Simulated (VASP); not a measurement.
# CoO (R-3m) in VASP: further runs, part 2 of 2

VASP 6.6.1. Earlier steps stand in the parts before.

### Step 4. Single point, PBEsol, collinear spin, ferromagnetic start (strain +0.040 along x and y, -0.040 along z)

INCAR

```
ALGO = Normal ; EDIFF = 1E-6
ENCUT = 520 ; GGA = PS
ISIF = 2 ; ISMEAR = 0
ISPIN = 2 ; LASPH = T
LCHARG = T ; LELF = T
LMAXMIX = 4 ; LORBIT = 11
LREAL = F ; LVHAR = T
LWAVE = F ; MAGMOM = 2.64 0.33
NBANDS = 18 ; NELM = 150
PREC = Accurate ; SIGMA = 0.15
```

KPOINTS

```
k-points
0
Gamma
  18 18 18
```

POSCAR

```
CoO
1.0
    1.5656883263      0.9039505767      2.3423298300
   -1.5656883263      0.9039505767      2.3423298300
    0.0000000000     -1.8079011533      2.3423298300
Co O
1 1
Direct
    0.0000000000      0.0000000000      0.0000000000
    0.5000000000      0.5000000000      0.5000000000
```

Run with:

```sh
$ cat potpaw_PBE.64/Co/POTCAR potpaw_PBE.64/O/POTCAR > POTCAR
$ mpirun -np 1 vasp_std > vasp.out
```

Run time: 7.8 min. Hardware: 1 thread of Intel Xeon 8259CL, shared host; peak memory 0.42 GiB.

It converged, with:

```
Free energy                                           : -13.9193 eV
Pressure                                              : -16.1 GPa
Net moment                                            : 2.95 μB per cell
Site moments                                          : Co +2.58; O +0.32 μB
Valence electrons inside the program's atomic spheres : Co 7.75; O 4.93
```

Stress tensor (GPa, compression positive):
```
-16.71   0.00   0.00
  0.00 -16.71   0.00
  0.00   0.00 -14.73
```

Levels at points of the mesh, in eV from the Fermi level:
Spin up:
```tsv
k point	band 7	band 8	band 9	band 10	band 11	band 12
(0.00, 0.00, 0.00)	-3.15	-2.86	-2.70	0.73	16.39	16.99
(0.50, 0.00, 0.00)	-1.88	-0.09	0.04	4.96	8.63	12.97
(0.50, 0.50, 0.00)	-2.49	-2.15	-2.13	5.52	9.40	11.49
(0.50, 0.50, 0.50)	-1.64	0.09	0.09	4.40	9.92	11.89
```
Spin down:
| k point | band 4 | band 5 | band 6 | band 7 | band 8 | band 9 |
| --- | --- | --- | --- | --- | --- | --- |
| (0.00, 0.00, 0.00) | -2.06 | -1.17 | -1.17 | -0.87 | -0.06 | -0.06 |
| (0.50, 0.00, 0.00) | -4.05 | -0.29 | -0.21 | 0.33 | 2.36 | 2.53 |
| (0.50, 0.50, 0.00) | -3.31 | -2.13 | 0.11 | 0.12 | 0.42 | 0.75 |
| (0.50, 0.50, 0.50) | -4.82 | 0.04 | 0.04 | 0.33 | 2.61 | 2.61 |

Caveat: the cell differs from its parent crystal (strain +0.040 along x and y, -0.040 along z); the cell stands under tension; the PAW data sets were made with another functional, which shifts forces and pressure a little; a cell with one magnetic atom can't hold antiferromagnetic order, which such compounds often take; semilocal functionals often make such compounds metallic where correlation or magnetic order opens a gap, which also shifts bond lengths.

### Step 5. Single point, PBEsol, collinear spin, ferromagnetic start (strain +0.080 along x and y, -0.080 along z)

INCAR

```
SYSTEM = CoO
PREC = Accurate
ENCUT = 520
EDIFF = 1E-6
ISMEAR = 0
SIGMA = 0.15
LREAL = .FALSE.
LASPH = .TRUE.
NELM = 150
ALGO = Normal
ISIF = 2
LWAVE = .FALSE.
LCHARG = .TRUE.
ISPIN = 2
MAGMOM = 2.64 0.33
LORBIT = 11
LMAXMIX = 4
GGA = PS
LELF = .TRUE.
LVHAR = .TRUE.
NBANDS = 18
```

KPOINTS

```
regular mesh
0
G
  18 18 18
  0 0 0
```

POSCAR

```
CoO
1.0
    1.6259071081      0.9387179065      2.2447327537
   -1.6259071081      0.9387179065      2.2447327537
    0.0000000000     -1.8774358131      2.2447327537
Co O
1 1
Direct
    0.0000000000      0.0000000000      0.0000000000
    0.5000000000      0.5000000000      0.5000000000
```

Run with:

```sh
$ cat potpaw_PBE.64/Co/POTCAR potpaw_PBE.64/O/POTCAR > POTCAR
$ mpirun -np 1 vasp_std > vasp.out
```

It took 9.5 min on 1 thread of Intel Xeon 8259CL, shared host; peak memory 0.42 GiB.

The run converged. Its results:

| Property | Result |
| --- | --- |
| Free energy | -13.8031 eV |
| Pressure | -21.7 GPa |
| Band gap on the k mesh | zero (filled and empty bands overlap) |
| Net moment | 2.97 μB per cell |
| Site moments | Co +2.58; O +0.33 μB |
| Valence electrons inside the program's atomic spheres | Co 7.70; O 4.91 |

Stress tensor (GPa, compression positive):
```
-24.95   0.00   0.00
  0.00 -24.95   0.00
  0.00   0.00 -15.20
```

Levels at points of the mesh, in eV from the Fermi level:
Spin up:
```
           k point  band 5  band 6  band 7  band 8  band 9  band 10  band 11  band 12  band 13  band 14
(0.00, 0.00, 0.00)   -3.07   -3.04   -3.04   -2.65   -2.25     0.61    16.11    16.24    16.24    19.58
(0.50, 0.00, 0.00)   -2.72   -2.41   -1.81   -0.23    0.01     5.00     8.10    12.87    15.43    20.56
(0.50, 0.50, 0.00)   -3.31   -2.95   -2.59   -2.16   -2.12     5.34     9.10    11.74    13.70    16.62
(0.50, 0.50, 0.50)   -2.24   -2.24   -1.47    0.05    0.05     4.18    10.51    10.80    10.80    17.80
```
Spin down:
| k point | band 4 | band 5 | band 6 | band 7 | band 8 | band 9 |
| --- | --- | --- | --- | --- | --- | --- |
| (0.00, 0.00, 0.00) | -1.58 | -1.23 | -1.23 | -0.72 | 0.05 | 0.05 |
| (0.50, 0.00, 0.00) | -3.36 | -0.45 | -0.34 | 0.50 | 2.15 | 2.46 |
| (0.50, 0.50, 0.00) | -2.70 | -1.98 | 0.04 | 0.08 | 0.51 | 0.65 |
| (0.50, 0.50, 0.50) | -4.75 | 0.18 | 0.18 | 0.44 | 2.58 | 2.58 |

Caveat: the cell differs from its parent crystal (strain +0.080 along x and y, -0.080 along z); the cell stands under tension; the PAW data sets were made with another functional, which shifts forces and pressure a little; a cell with one magnetic atom can't hold antiferromagnetic order, which such compounds often take; semilocal functionals often make such compounds metallic where correlation or magnetic order opens a gap, which also shifts bond lengths.

### Step 6. Single point, PBEsol, collinear spin, ferromagnetic start (strain +0.000 along x and y, -0.080 along z)

INCAR

```
  ALGO = Normal
  EDIFF = 1E-6
  ENCUT = 600
  GGA = PS
  GGA_COMPAT = False
  ISIF = 2
  ISMEAR = 0
  ISPIN = 2
  LASPH = True
  LCHARG = False
  LMAXMIX = 4
  LORBIT = 11
  LREAL = False
  LWAVE = False
  MAGMOM = 2.64 0.33
  NBANDS = 22
  NELM = 200
  PREC = Accurate
  SIGMA = 0.15
```

KPOINTS

```
k-points
0
Gamma
  18 18 18
```

POSCAR

```
CoO
1.0
    1.5054695445      0.8691832468      2.2447327537
   -1.5054695445      0.8691832468      2.2447327537
    0.0000000000     -1.7383664936      2.2447327537
Co O
1 1
Direct
    0.0000000000      0.0000000000      0.0000000000
    0.5000000000      0.5000000000      0.5000000000
```

Potentials or basis: VASP PAW PBE potentials, release 64 (Co_sv, O).

Run with:

```sh
$ cat potpaw_PBE.64/Co_sv/POTCAR potpaw_PBE.64/O/POTCAR > POTCAR
$ mpirun -np 1 vasp_std > vasp.out
```

Wall time 3.1 min (1 thread of Intel Xeon 6975P-C (Granite Rapids), shared host); peak memory 0.48 GiB.

It converged, with:

```yaml
Free_energy: -14.0923 eV
Pressure: 0.8 GPa
Net_moment: 2.61 μB per cell
Site_moments: Co +2.28; O +0.24 μB
Valence_electrons_inside_the_program's_atomic_spheres: Co 14.94; O 4.99
```

Stress tensor (GPa, compression positive):
```
 1.52  0.00  0.00
 0.00  1.52  0.00
 0.00  0.00 -0.50
```

Levels at points of the mesh, in eV from the Fermi level:
Spin up:
```csv
k point,band 11,band 12,band 13,band 14,band 15,band 16
"(0.00, 0.00, 0.00)",-3.14,-3.14,-2.87,1.36,16.73,17.81
"(0.50, 0.00, 0.00)",-1.65,0.24,0.42,5.20,9.69,13.67
"(0.50, 0.50, 0.00)",-2.13,-1.91,-1.91,6.33,10.09,12.06
"(0.50, 0.50, 0.50)",-1.43,0.50,0.50,4.51,11.21,12.53
```
Spin down:
```
           k point  band 8  band 9  band 10  band 11  band 12  band 13
(0.00, 0.00, 0.00)   -2.73   -1.53    -1.53    -1.09    -0.27    -0.27
(0.50, 0.00, 0.00)   -4.98   -0.43    -0.32     0.35     2.56     2.76
(0.50, 0.50, 0.00)   -4.13   -2.72     0.07     0.10     0.35     0.87
(0.50, 0.50, 0.50)   -5.90    0.00     0.00     0.34     2.87     2.87
```

Caveat: the cell differs from its parent crystal (strain +0.000 along x and y, -0.080 along z); the PAW data sets were made with another functional, which shifts forces and pressure a little; a cell with one magnetic atom can't hold antiferromagnetic order, which such compounds often take; semilocal functionals often make such compounds metallic where correlation or magnetic order opens a gap, which also shifts bond lengths.

### Step 7. Summary

| potentials or basis | cell | cutoff (eV) | gap on the mesh (eV) | pressure (GPa) | moment (μB) |
| --- | --- | --- | --- | --- | --- |
| VASP PAW PBE potentials, release 64 (Co, O) | a = 3.002 Å, angles 65.6°, 2 atoms | 520 | none | -25.0 | 2.99 |
| VASP PAW PBE potentials, release 64 (Co, O) | a = 2.882 Å, angles 65.8°, 2 atoms | 520 | none | -11.1 | 2.86 |
| VASP PAW PBE potentials, release 64 (Co, O) | a = 2.959 Å, angles 63.9°, 2 atoms | 520 | none | -16.1 | 2.95 |
| VASP PAW PBE potentials, release 64 (Co, O) | a = 2.926 Å, angles 67.5°, 2 atoms | 520 | none | -21.7 | 2.97 |
| VASP PAW PBE potentials, release 64 (Co_sv, O) | a = 2.839 Å, angles 64.0°, 2 atoms | 600 | none | 0.8 | 2.61 |

Alike in all rows: task single point; level PBEsol; spin collinear, ferromagnetic start; k mesh 18 × 18 × 18; smearing gaussian 0.15 eV.

Caveats: the PAW data sets were made with another functional, which shifts forces and pressure a little; a cell with one magnetic atom can't hold antiferromagnetic order, which such compounds often take; semilocal functionals often make such compounds metallic where correlation or magnetic order opens a gap, which also shifts bond lengths; the cell stands under tension (at least some runs).

Total energies depend on the potentials used, so only differences within one code and one set of settings carry meaning.
